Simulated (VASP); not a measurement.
Input of a VASP 6.6.1 run:

The input INCAR:

```
SYSTEM = GaSi2S2
PREC = Accurate
ENCUT = 500
EDIFF = 1E-6
ISMEAR = 0
SIGMA = 0.2
LREAL = .FALSE.
LASPH = .TRUE.
NELM = 120
ALGO = Normal
ISIF = 2
LWAVE = .FALSE.
LCHARG = .FALSE.
GGA = PE
NBANDS = 24
GGA_COMPAT = .FALSE.
```

Contents of KPOINTS:

```
Automatic mesh
0
G
  5 5 2
  0 0 0
```

POSCAR

```
GaSi2S2
1.0
    4.2551866007      0.0000000029      0.0000000000
   -2.1275933029      3.6850996926      0.0000000000
    0.0000000000      0.0000000000      9.1436734802
Ga Si S
1 2 2
Direct
    0.3333333333      0.6666666667      0.0000000000
    0.6666666667      0.3333333333      0.5000000000
    0.6666666667      0.3333333333      0.0000000000
    0.6666666667      0.3333333333      0.2748600943
    0.6666666667      0.3333333333      0.7251399057
```

Potentials or basis: VASP PAW PBE potentials, release 64 (Ga_d, Si, S).

Launch:

```bash
$ cat potpaw_PBE.64/Ga_d/POTCAR potpaw_PBE.64/Si/POTCAR potpaw_PBE.64/S/POTCAR > POTCAR
$ mpirun -np 1 vasp_std > vasp.out
```

Q: What does it give for the largest force?

A: 0.038 eV/Å.

Q: Predict the pressure.

A: 0.0 GPa.

Forces in eV/Å, atoms in the order of the input:
```
Ga   0.000  0.000  0.000
Si   0.000  0.000  0.000
Si   0.000  0.000  0.000
S    0.000  0.000  0.038
S    0.000  0.000 -0.038
```
